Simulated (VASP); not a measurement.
Set up this calculation in VASP 6.6.1, as the native input.

* Task: single point
* Functional: PBE
* Potentials or basis: VASP PAW PBE potentials, release 64 (Ni, N)
* Cutoff: 520 eV
* k mesh: 10 × 4 × 4
* Occupations: gaussian, width 0.1 eV
* Spin: collinear spin, ferromagnetic start
* Starting moments: [2.0, 2.0, 0.0] μB
* Dipole correction: no
* Further INCAR settings: ALGO = Normal; EDIFF = 1e-07; NBANDS = 24

The structure of Ni2N lies in POSCAR:

```
Ni2N
1.0
    1.7248879500      0.0000000000      0.0000000000
    0.0000000000      5.0697101400      0.0000000000
    0.0000000000      0.0000000000      5.4451112700
Ni N
2 1
Direct
    0.0000000000      0.5000000000      0.5000000000
    0.0000000000      0.0000000000      0.0000000000
    0.0000000000      0.0000000000      0.5000000000
```

The cell was generated, and may not be a known phase.

The input as run:

INCAR

```
SYSTEM = Ni2N
PREC = Accurate
ENCUT = 520
EDIFF = 1E-7
ISMEAR = 0
SIGMA = 0.1
LREAL = .False.
LASPH = .True.
NELM = 150
ALGO = Normal
ISIF = 2
LWAVE = .False.
LCHARG = .False.
ISPIN = 2
MAGMOM = 2 2 0
LORBIT = 11
LMAXMIX = 4
GGA = PE
NBANDS = 24
```

KPOINTS

```
regular mesh
0
Gamma
  10 4 4
  0 0 0
```

Potentials or basis: VASP PAW PBE potentials, release 64 (Ni, N).

The run is started by

```sh
$ cat potpaw_PBE.64/Ni/POTCAR potpaw_PBE.64/N/POTCAR > POTCAR
$ mpirun -np 1 vasp_std > vasp.out
```

It gave:

```json
{
  "Pressure": "28.8 GPa",
  "Net moment": "0.48 μB per cell",
  "Site moments": "Ni +0.07, +0.20; N +0.18 μB",
  "Valence electrons inside the program's atomic spheres": "Ni 9.64; N 3.36"
}
```

Caveat: the k points lie up to 0.36 Å⁻¹ apart; atoms lie so close that the PAW spheres overlap strongly, which falsifies energies and pressures.

Wall time 110 s on 1 thread of Intel(R) Xeon(R) 6975P-C (Granite Rapids) (shared host), peak memory 0.23 GiB.
